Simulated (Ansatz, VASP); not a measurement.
Two plane-wave programs on TaVBr3

```
Ta V Br
1.0
     4.85058    0.00000    0.00000
     0.00000    4.85058    0.00000
     0.00000    0.00000    4.85058
Ta V Br
1 1 3
Cartesian
  0.0000 0.0000 0.0000
  2.4253 2.4253 2.4253
  0.0000 0.0000 2.4253
  2.4253 0.0000 0.0000
  0.0000 2.4253 0.0000
```

Change from the starting cell: species swapped into the TlCuF3 type (Pm-3m, No. 221).

Alike in both runs: task single point; functional PBE; k mesh 4 × 4 × 4; occupations gaussian, width 0.1 eV; collinear spin.

|  | VASP | Ansatz |
| --- | --- | --- |
| version | VASP 6.6.1 | Ansatz 0.2.0 |
| potentials or method | VASP PAW PBE potentials, release 64 (Ta_pv, V_sv, Br), cutoff 520 eV | scalar-relativistic, plane waves, PAW |
| valence electrons in the cell | 45 | 47 |

|  | VASP | Ansatz | Ansatz less VASP |
| --- | --- | --- | --- |
| gap on the k mesh at the Fermi level (eV) | none | none | - |
| pressure (GPa) | 14.5 | 14.3 | -0.14 |
| net moment per atom (μB) | 0.74 | 0.74 | 0.000 |
| size of the moment on the site where the two differ most (μB) | 3.29 | 3.64 | +0.356 |

Site moments also hang on the region over which each program counts them. A gap of «none» marks a metal or a gap that the smearing closes. VASP's potentials hold 45 valence electrons a cell and Ansatz's 47, so a difference there can come from the potentials and not from the codes.

Spin-orbit coupling is off throughout.
